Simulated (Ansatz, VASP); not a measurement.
## CuO in VASP and in Ansatz

The input INCAR:

```
SYSTEM = CuO
PREC = Accurate
ENCUT = 520
EDIFF = 1E-6
ISMEAR = -1
SIGMA = 0.05
LREAL = .FALSE.
LASPH = .TRUE.
NELM = 60
ALGO = Normal
ISIF = 2
LWAVE = .FALSE.
LCHARG = .FALSE.
GGA = PS
NBANDS = 25
```

Contents of KPOINTS:

```
regular mesh
0
G
  9 9 5
  0 0 0
```

POSCAR

```
CuO
1.0
    2.0041536028     -2.1678123362      0.0000000000
    2.0041536028      2.1678123362      0.0000000000
    0.0000000000      0.0000000000      5.1900742137
Cu O
2 2
Direct
    0.5000000000      0.0000000000      0.0000000000
    0.0000000000      0.5000000000      0.5000000000
    0.5000000000      0.5000000000      0.2500000000
    0.5000000000      0.5000000000      0.7500000000
```

The input input.yaml:

```yaml
crystal:
  lattice:
    - [2.0041536028, -2.1678123362, 0.0]
    - [2.0041536028, 2.1678123362, 0.0]
    - [0.0, 0.0, 5.1900742137]
  atoms:
    - { symbol: Cu, position: [0.5, 0.0, 0.0] }
    - { symbol: Cu, position: [0.0, 0.5, 0.5] }
    - { symbol: O, position: [0.5, 0.5, 0.25] }
    - { symbol: O, position: [0.5, 0.5, 0.75] }
kpoints:
  mp_grid: { grid: [9, 9, 5] }
scf:
  occupations: { method: fermi_dirac, width: 0.05 }
hamiltonian:
  xc: pbesol
  pseudopotentials: { kind: all_electron, lapw: { basis_error: 0.001 } }
output:
  forces: true
  stress: true
  eigenvalues: true
```

Change from the starting cell: volume scaled by 1.02.

Alike in both runs: task single point; functional PBEsol; k mesh 9 × 9 × 5; occupations fermi-dirac, width 0.05 eV; no spin polarisation.

```csv
,VASP,Ansatz
version,VASP 6.6.1,Ansatz 0.2.0
potentials or method,"VASP PAW PBE potentials, release 64 (Cu, O), cutoff 520 eV","all-electron LAPW, scalar-relativistic"
```

```tsv
	VASP	Ansatz	Ansatz less VASP
gap on the k mesh at the Fermi level (eV)	none	none	-
pressure (GPa)	-8.2	-8.8	-0.61
traceless stress, the component that is largest in VASP (GPa)	-2.06	-2.29	-0.233
```

VASP's potentials were made for PBE, not for PBEsol. A gap of «none» marks a metal or a gap that the smearing closes. Ansatz ran all-electron here, and VASP with PAW potentials.
